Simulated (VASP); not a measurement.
GaP:

```
Ga P
1.0
     0.00000    2.72541    2.79682
     2.72541    0.00000    2.79682
     2.72541    2.72541    0.00000
Ga P
1 1
Cartesian
  0.0000 0.0000 0.0000
  1.3627 1.3627 1.3984
```

This cell differs from its parent crystal: uniaxial z strain +2.6%.

Base run:

```yaml
Program: VASP 6.6.1
Functional: PBE
Potentials_or_basis: VASP PAW PBE potentials, release 64 (Ga_d, P)
Cutoff: 520 eV
k_mesh: 8 × 8 × 8
Occupations: fermi-dirac, width 0.02 eV
Spin: no spin polarisation
```

Its results: band gap on the k mesh 1.53 eV, indirect (least direct gap 1.56 eV); pressure 0.3 GPa.

Task: The run is repeated on the same cell with these changes: functional from PBE to r2SCAN; occupations from fermi-dirac, width 0.02 eV to gaussian, width 0.01 eV. What comes out?

Result: Band gap on the k mesh 1.81 eV, indirect (least direct gap 2.06 eV); pressure -2.2 GPa.

Caveats: the PAW data sets were made with another functional, which shifts forces and pressure a little (some runs).

A k mesh can miss the band edges.
